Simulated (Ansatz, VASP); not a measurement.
C in VASP and in Ansatz

File INCAR:

```
SYSTEM = C
ALGO = Normal
EDIFF = 1E-6
ENCUT = 520
GGA = PE
ISIF = 2
ISMEAR = 0
IVDW = 12
LASPH = .TRUE.
LCHARG = .TRUE.
LELF = .TRUE.
LREAL = .FALSE.
LVHAR = .TRUE.
LWAVE = .FALSE.
NBANDS = 11
NELM = 60
PREC = Accurate
SIGMA = 0.05
```

Contents of KPOINTS:

```
k-points
0
G
  15 15 15
  0 0 0
```

File POSCAR:

```
C
1.0
    1.2324809262      0.7115731945      3.3609366220
   -1.2324809262      0.7115731945      3.3609366220
    0.0000000000     -1.4231463891      3.3609366220
C
2
Direct
    0.1609424319      0.1609424319      0.1609424319
    0.8390575681      0.8390575681      0.8390575681
```

Input for Ansatz:

```yaml
crystal:
  lattice:
    - [1.2324809262, 0.7115731945, 3.360936622]
    - [-1.2324809262, 0.7115731945, 3.360936622]
    - [0.0, -1.4231463891, 3.360936622]
  atoms:
    - { symbol: C, position: [0.1609424319, 0.1609424319, 0.1609424319] }
    - { symbol: C, position: [0.8390575681, 0.8390575681, 0.8390575681] }
basis:
  ecutwfc: 520.0
kpoints:
  mp_grid: { grid: [15, 15, 15] }
hamiltonian:
  xc: pbe
  pseudopotentials: { kind: paw, azcp: { folder: soft_1 } }
  dispersion: d3bj
scf:
  occupations: { method: gaussian, width: 0.05 }
output:
  forces: true
  stress: true
  eigenvalues: true
```

Change from the starting cell: mode 4 frozen in at -0.057 Å, equal normal strain along x, y and z +0.0000.

Alike in both runs: task single point; functional PBE; dispersion D3(BJ); k mesh 15 × 15 × 15; occupations gaussian, width 0.05 eV; no spin polarisation.

```csv
,VASP,Ansatz
version,VASP 6.6.1,Ansatz 0.2.0
potentials or method,"VASP PAW PBE potentials, release 64 (C), cutoff 520 eV","scalar-relativistic, plane waves, PAW"
valence electrons in the cell,8,8
```

Ansatz gave:

```
gap on the k mesh at the Fermi level (eV)                     : 0.85
least direct gap on the mesh (eV)                             : 0.85
pressure (GPa)                                                : -0.8
traceless stress, the component that is largest in VASP (GPa) : -1.51
rms of the force components (eV/Å)                            : 1.091
```

Question: Estimate VASP's values.

Answer: gap on the k mesh at the Fermi level (eV): 0.85; least direct gap on the mesh (eV): 0.85; pressure (GPa): -0.3; traceless stress, the component that is largest in VASP (GPa): -2.03; rms of the force components (eV/Å): 1.087.

Atom by atom the forces differ by 0.004 eV/Å (rms over components).
